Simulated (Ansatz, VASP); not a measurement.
# One calculation of Al4Ru3, two programs

```
Al Ru
1.0
     3.00408    0.00000    0.00000
     0.00000    3.00408    0.00000
     0.00000    0.00000   24.01225
Al Ru
4 3
Direct
  0.00000 0.00000 0.32117
  0.00000 0.00000 0.43840
  0.00000 0.00000 0.56160
  0.00000 0.00000 0.67883
  0.50000 0.50000 0.37277
  0.50000 0.50000 0.50000
  0.50000 0.50000 0.62723
```

Alike in both runs: functional PBE; k mesh 12 × 12 × 1; occupations gaussian, width 0.1 eV; no spin polarisation.

Ansatz relaxed the structure, and its values are those at the end. VASP's run is a single point on that final structure, the one shown.

|  | VASP | Ansatz |
| --- | --- | --- |
| version | VASP 6.6.1 | Ansatz 0.2.0 |
| potentials or method | VASP PAW PBE potentials, release 64 (Al, Ru_pv), cutoff 520 eV | scalar-relativistic, plane waves, PAW |
| valence electrons in the cell | 54 | 60 |

|  | VASP | Ansatz | Ansatz less VASP |
| --- | --- | --- | --- |
| gap on the k mesh at the Fermi level (eV) | none | none | - |
| rms of the force components (eV/Å) | 0.010 | 0.007 | -0.0028 |

A gap of «none» marks a metal or a gap that the smearing closes. VASP's potentials hold 54 valence electrons a cell and Ansatz's 60, so a difference there can come from the potentials and not from the codes. Ansatz's warnings: xc potential rough in thin density.
